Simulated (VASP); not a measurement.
# In4P5 in VASP: single point with PBE

Aim: the single point of In4P5 with PBE.

Everything below comes from runs of VASP 6.6.1. Logs are shortened: lines on timing, memory, paths and dates and some standing lists are left out, and cuts for length are marked.

## 1. The cell of the first run

The cell holds a slab with vacuum, 9 atoms: a = 4.214 Å, b = 4.214 Å, c = 26.920 Å, α = 90.00°, β = 90.00°, γ = 90.00°.

## 2. Single point, PBE

File INCAR:

```
PREC = Accurate ; ENCUT = 520
EDIFF = 1E-6 ; ISMEAR = 0
SIGMA = 0.01 ; LREAL = False
LASPH = True ; NELM = 100
ALGO = Normal ; ISIF = 2
LWAVE = False ; LCHARG = False
LDIPOL = True ; IDIPOL = 3
DIPOL = 0.5 0.5 0.500 ; GGA = PE
NBANDS = 48
```

File KPOINTS:

```
regular mesh
0
Gamma
  8 8 1
```

File POSCAR:

```
In4P5
1.0
    4.2144047934      0.0000000000      0.0000000000
    0.0000000000      4.2144047934      0.0000000000
    0.0000000000      0.0000000000     26.9201368324
P In
5 4
Direct
    0.0000000000      0.5000000000      0.2786018528
    0.5000000000      0.0000000000      0.3893009264
    0.0000000000      0.5000000000      0.5000000000
    0.5000000000      0.0000000000      0.6106990736
    0.0000000000      0.5000000000      0.7213981472
    0.5000000000      0.5000000000      0.3339513896
    0.0000000000      0.0000000000      0.4446504632
    0.5000000000      0.5000000000      0.5553495368
    0.0000000000      0.0000000000      0.6660486104
```

Potentials or basis: VASP PAW PBE potentials, release 64 (P, In_d).

Command:

```
$ cat potpaw_PBE.64/P/POTCAR potpaw_PBE.64/In_d/POTCAR > POTCAR
$ mpirun -np 1 vasp_std > vasp.out
```

OUTCAR:

```text
PREC = Accurate
   ENCUT = 520
   EDIFF = 1E-6
   ISMEAR = 0
   LREAL = False
   LASPH = True
   NELM = 100
   ISIF = 2
   GGA = PE

 ion  position               nearest neighbor table
   1  0.000  0.500  0.279-   6 2.58   6 2.58
   2  0.500  0.000  0.389-   6 2.58   6 2.58   7 2.58   7 2.58
   3  0.000  0.500  0.500-   7 2.58   8 2.58   7 2.58   8 2.58
   4  0.500  0.000  0.611-   9 2.58   9 2.58   8 2.58   8 2.58
   5  0.000  0.500  0.721-   9 2.58   9 2.58
   6  0.500  0.500  0.334-   2 2.58   2 2.58   1 2.58   1 2.58
   7  0.000  0.000  0.445-   2 2.58   3 2.58   3 2.58   2 2.58
   8  0.500  0.500  0.555-   3 2.58   4 2.58   4 2.58   3 2.58
   9  0.000  0.000  0.666-   4 2.58   4 2.58   5 2.58   5 2.58

  LATTYP: Found a simple tetragonal cell.
 ALAT       =     4.2144047934
 C/A-ratio  =     6.3876485891

  Lattice vectors:

 A1 = (   4.2144047934,   0.0000000000,   0.0000000000)
 A2 = (   0.0000000000,   4.2144047934,   0.0000000000)
 A3 = (   0.0000000000,   0.0000000000,  26.9201368324)

Analysis of symmetry for initial positions (statically):
=====================================================================
 Subroutine PRICEL returns:
 Original cell was already a primitive cell.

 Routine SETGRP: Setting up the symmetry group for a
 simple tetragonal supercell.

 Subroutine GETGRP returns: Found  8 space group operations
 (whereof  4 operations were pure point group operations)
 out of a pool of 16 trial point group operations.

The static configuration has the point symmetry C_2v.
 The point group associated with its full space group is D_2d.

Analysis of symmetry for dynamics (positions and initial velocities):
=====================================================================
 Subroutine PRICEL returns:
 Original cell was already a primitive cell.

 Routine SETGRP: Setting up the symmetry group for a
 simple tetragonal supercell.

 Subroutine GETGRP returns: Found  8 space group operations
 (whereof  4 operations were pure point group operations)
 out of a pool of 16 trial point group operations.

The dynamic configuration has the point symmetry C_2v.
 The point group associated with its full space group is D_2d.

 Subroutine INISYM returns: Found  8 space group operations
 (whereof  4 operations are pure point group operations),
 and found     1 'primitive' translations

----------------------------------------------------------------------------------------

                                     Primitive cell

  volume of cell :     478.1341

  direct lattice vectors                    reciprocal lattice vectors
     4.214404793  0.000000000  0.000000000     0.237281431  0.000000000  0.000000000
     0.000000000  4.214404793  0.000000000     0.000000000  0.237281431  0.000000000
     0.000000000  0.000000000 26.920136832     0.000000000  0.000000000  0.037146914

  length of vectors
     4.214404793  4.214404793 26.920136832     0.237281431  0.237281431  0.037146914

  position of ions in fractional coordinates (direct lattice)
     0.000000000  0.500000000  0.278601853
     0.500000000  0.000000000  0.389300926
     0.000000000  0.500000000  0.500000000
     0.500000000  0.000000000  0.610699074
     0.000000000  0.500000000  0.721398147
     0.500000000  0.500000000  0.333951390
     0.000000000  0.000000000  0.444650463
     0.500000000  0.500000000  0.555349537
     0.000000000  0.000000000  0.666048610

  ion indices of the primitive-cell ions
   primitive index   ion index
                 1           1
                 2           2
                 3           3
                 4           4
                 5           5
                 6           6
                 7           7
                 8           8
                 9           9

----------------------------------------------------------------------------------------

 KPOINTS: regular mesh

Automatic generation of k-mesh.
 Grid dimensions read from file:
 generate k-points for:    8    8    1

 Generating k-lattice:

  Cartesian coordinates                     Fractional coordinates (reciprocal lattice)
     0.029660179  0.000000000  0.000000000     0.125000000  0.000000000  0.000000000
     0.000000000  0.029660179  0.000000000     0.000000000  0.125000000  0.000000000
     0.000000000  0.000000000  0.037146914     0.000000000  0.000000000  1.000000000

  Length of vectors
     0.029660179  0.029660179  0.037146914

  Shift w.r.t. Gamma in fractional coordinates (k-lattice)
     0.000000000  0.000000000  0.000000000

 Subroutine IBZKPT returns following result:
 ===========================================

 Found     15 irreducible k-points:

 Following reciprocal coordinates:
            Coordinates               Weight
  0.000000  0.000000  0.000000      1.000000
  0.125000  0.000000  0.000000      4.000000
  0.250000  0.000000  0.000000      4.000000
  0.375000  0.000000  0.000000      4.000000
  0.500000  0.000000  0.000000      2.000000
  0.125000  0.125000  0.000000      4.000000
  0.250000  0.125000  0.000000      8.000000
  0.375000  0.125000  0.000000      8.000000
  0.500000  0.125000  0.000000      4.000000
  0.250000  0.250000  0.000000      4.000000
  0.375000  0.250000  0.000000      8.000000
  0.500000  0.250000  0.000000      4.000000
  0.375000  0.375000  0.000000      4.000000
  0.500000  0.375000  0.000000      4.000000
  0.500000  0.500000  0.000000      1.000000
   k-points           NKPTS =     15   k-points in BZ     NKDIM =     15   number of bands    NBANDS=     48
   number of dos      NEDOS =    301   number of ions     NIONS =      9
   total plane-waves  NPLWV = 204800
   dimension x,y,z NGX =    32 NGY =   32 NGZ =  200
   dimension x,y,z NGXF=    64 NGYF=   64 NGZF=  400
   ions per type =               5   4
   NGX,Y,Z   is equivalent  to a cutoff of  12.62, 12.62, 12.35 a.u.
   NGXF,Y,Z  is equivalent  to a cutoff of  25.25, 25.25, 24.70 a.u.
 SYSTEM =  unknown system
   PREC   = accura    normal or accurate (medium, high low for compatibility)
   ISTART =      0    job   : 0-new  1-cont  2-samecut
   ICHARG =      2    charge: 1-file 2-atom 10-const
   ISPIN  =      1    spin polarized calculation?
   LNONCOLLINEAR =      F non collinear calculations
   LSORBIT =      F    spin-orbit coupling
   LASPH  =      T    aspherical Exc in radial PAW
   ENCUT  =  520.0 eV  38.22 Ry    6.18 a.u.   7.84  7.84 50.05*2*pi/ulx,y,z
   NELM   =    100;   NELMIN=  2; NELMDL= -5     # of ELM steps
   EDIFF  = 0.1E-05   stopping-criterion for ELM
   LREAL  =      F    real-space projection
   EDIFFG = 0.1E-04   stopping-criterion for IOM
   NSW    =      0    number of steps for IOM
   IBRION =     -1    ionic relax: 0-MD 1-quasi-New 2-CG
   NFREE  =      0    steps in history (QN), initial steepest desc. (CG)
   ISIF   =      2    stress and relaxation
   ISYM   =      2    0-nonsym 1-usesym 2-fastsym
   POTIM  = 0.5000    time-step for ionic-motion
   TEBEG  =    0.0;   TEEND  =   0.0 temperature during run
   PSTRESS=    0.0 pullay stress
   NELECT =      77.0000    total number of electrons
   NUPDOWN=      -1.0000    fix difference up-down
   EMIN   =  10.00;   EMAX   =-10.00  energy-range for DOS
   EFERMI =   0.00;   METHOD = LEGACY
   ISMEAR =     0;   SIGMA  =   0.01  broadening in eV -4-tet -1-fermi 0-gaus
   EFERMI_NEDOS =   21; number of points for ismear=-14 and -15
   IALGO  =     38    algorithm
   IMIX   =      4    mixing-type and parameters
     AMIX     =   0.40;   BMIX     =  1.00
     AMIX_MAG =   1.60;   BMIX_MAG =  1.00
  volume/ion in A,a.u.               =      53.13       358.51
  Fermi-wavevector in a.u.,A,eV,Ry     =   0.890680  1.683142 10.793656  0.793311
  Thomas-Fermi vector in A             =   2.012402
   LORBIT       =      0    0 simple, 1 ext, 2 COOP (PROOUT), +10 PAW based schemes
   GGA     = PE    functional components
   LHFCALC =     F    Hartree Fock is set to
   AEXX    =    0.0000 exact exchange contribution
   IVDW    =     0    specifies the selected vdW correction
   LEPSILON=     F    determine dielectric tensor
   LRPA    =     F    only Hartree local field effects (RPA)
 non-spin polarized calculation
 Gauss-broadening in eV      SIGMA  =   0.01
  energy-cutoff  :      520.00
  volume of cell :      478.13
 maximum number of plane-waves:     12912
 NGX is ok and might be reduce to    32
   NGX = 15   NGY = 15   NGZ =101

 dipolmoment           0.000000      0.000000     -0.000000 electrons x Angstroem

 number of electron      77.0000038 magnetization

 dipolmoment           0.000000      0.000000      0.000000 electrons x Angstroem

 Free energy of the ion-electron system (eV)
  ---------------------------------------------------
  ext. energy  EPLUGINS =         0.00000000
  ---------------------------------------------------
  free energy    TOTEN  =       -34.87643914 eV

  energy without entropy =      -34.87571254  energy(sigma->0) =      -34.87607584

 E-fermi :  -1.0301     XC(G=0):  -5.0666

 val. band max:       -1.0346168082   @ k =   0.2500   0.0000   0.0000
 cond. band min:      -1.0234116186   @ k =   0.1250   0.0000   0.0000
 fundamental gap:      0.0112051896
 Fermi energy:        -1.0301289889

 k-point     1 :       0.0000    0.0000    0.0000
  band No.  band energies     occupation
      1     -15.1723      2.00000
      2     -15.0942      2.00000
      3     -15.0285      2.00000
      4     -15.0285      2.00000
      5     -14.9843      2.00000
      6     -14.9843      2.00000
[... 40 lines left out ...]
     47       2.5059      0.00000
     48       2.8980      0.00000

 k-point     2 :       0.1250    0.0000    0.0000
  band No.  band energies     occupation
      1     -15.1668      2.00000
      2     -15.0903      2.00000
      3     -15.0383      2.00000
      4     -15.0268      2.00000
      5     -14.9916      2.00000
      6     -14.9861      2.00000
[... 40 lines left out ...]
     47       2.9382      0.00000
     48       3.2749      0.00000

 k-point     3 :       0.2500    0.0000    0.0000
  band No.  band energies     occupation
      1     -15.1558      2.00000
      2     -15.0862      2.00000
      3     -15.0579      2.00000
      4     -15.0221      2.00000
      5     -15.0051      2.00000
      6     -14.9911      2.00000
[... 40 lines left out ...]
     47       3.6831      0.00000
     48       3.8730      0.00000

 k-point     4 :       0.3750    0.0000    0.0000
  band No.  band energies     occupation
      1     -15.1493      2.00000
      2     -15.0962      2.00000
      3     -15.0660      2.00000
      4     -15.0156      2.00000
      5     -15.0124      2.00000
      6     -14.9980      2.00000
[... 499 lines left out ...]
     47       3.3524      0.00000
     48       3.6995      0.00000

 k-point    14 :       0.5000    0.3750    0.0000
  band No.  band energies     occupation
      1     -15.1895      2.00000
      2     -15.1210      2.00000
      3     -15.0931      2.00000
      4     -14.9860      2.00000
      5     -14.9690      2.00000
      6     -14.9688      2.00000
[... 40 lines left out ...]
     47       3.3350      0.00000
     48       3.3567      0.00000

 k-point    15 :       0.5000    0.5000    0.0000
  band No.  band energies     occupation
      1     -15.1967      2.00000
      2     -15.1268      2.00000
      3     -15.0970      2.00000
      4     -14.9823      2.00000
      5     -14.9612      2.00000
      6     -14.9612      2.00000
[... 40 lines left out ...]
     47       3.0660      0.00000
     48       3.0660      0.00000

------------------------ aborting loop because EDIFF is reached ----------------------------------------

 vacuum level on the upper side and lower side of the slab       (xc-potential included)        -0.224        -0.224

  FORCE on cell =-STRESS in cart. coord.  units (eV):
  Direction    XX          YY          ZZ          XY          YZ          ZX
  --------------------------------------------------------------------------------------
  -------------------------------------------------------------------------------------
  Total       -2.4388673     -2.4388673      0.0937806      0.0000000      0.0000000      0.0000000
  in kB       -8.1723882     -8.1723882      0.3142490      0.0000000      0.0000000      0.0000000
  external PRESSURE =      -5.3435091 kB  Pullay stress =       0.0000000 kB

 VOLUME and BASIS-vectors are now :
 -----------------------------------------------------------------------------
  energy-cutoff  :      520.00
  volume of cell :      478.13
      direct lattice vectors                 reciprocal lattice vectors
     4.214404793  0.000000000  0.000000000     0.237281431  0.000000000  0.000000000
     0.000000000  4.214404793  0.000000000     0.000000000  0.237281431  0.000000000
     0.000000000  0.000000000 26.920136832     0.000000000  0.000000000  0.037146914

 POSITION                                       TOTAL-FORCE (eV/Angst)
 -----------------------------------------------------------------------------------
      0.00000      2.10720      7.50000         0.000000      0.000000      0.129372
      2.10720      0.00000     10.48003         0.000000      0.000000      0.277596
      0.00000      2.10720     13.46007         0.000000      0.000000      0.000000
      2.10720      0.00000     16.44010         0.000000      0.000000     -0.277596
      0.00000      2.10720     19.42014         0.000000      0.000000     -0.129372
      2.10720      2.10720      8.99002         0.000000      0.000000     -0.333566
      0.00000      0.00000     11.97005         0.000000      0.000000     -0.123979
      2.10720      2.10720     14.95009         0.000000      0.000000      0.123979
      0.00000      0.00000     17.93012         0.000000      0.000000      0.333566
 -----------------------------------------------------------------------------------
    total drift:                                0.000000     -0.000000      0.000000

  FREE ENERGIE OF THE ION-ELECTRON SYSTEM (eV)
  ---------------------------------------------------
  free  energy   TOTEN  =       -34.8764391365 eV

  energy  without entropy=      -34.8757125428  energy(sigma->0) =      -34.87607584

 vacuum level on the upper side and lower side of the slab         4.998         4.998
```

Run time: 5.2 min. Hardware: 1 thread of Intel Xeon 6975P-C (Granite Rapids), shared host; peak memory 0.59 GiB.

What came out:

* Free energy: -34.8764 eV
* Largest force: 0.334 eV/Å

Forces on the atoms (eV/Å):
```
P    0.000  0.000  0.129
P    0.000  0.000  0.278
P    0.000  0.000  0.000
P    0.000  0.000 -0.278
P    0.000  0.000 -0.129
In   0.000  0.000 -0.334
In   0.000  0.000 -0.124
In   0.000  0.000  0.124
In   0.000  0.000  0.334
```

Levels at points of the mesh, in eV from the Fermi level:
| k point | band 35 | band 36 | band 37 | band 38 | band 39 | band 40 | band 41 | band 42 | band 43 | band 44 |
| --- | --- | --- | --- | --- | --- | --- | --- | --- | --- | --- |
| (0.00, 0.00, 0.00) | -0.68 | 0.03 | 0.03 | 0.27 | 0.80 | 0.80 | 1.72 | 2.19 | 2.41 | 2.71 |
| (0.50, 0.00, 0.00) | -0.72 | -0.61 | -0.37 | -0.27 | -0.10 | 0.92 | 2.16 | 2.19 | 2.89 | 3.10 |
| (0.50, 0.50, 0.00) | -1.90 | -1.90 | -0.67 | -0.59 | -0.47 | -0.47 | 2.54 | 2.75 | 2.97 | 2.97 |

Caveat: spin-orbit coupling is left out, which moves the levels of the heavy elements.
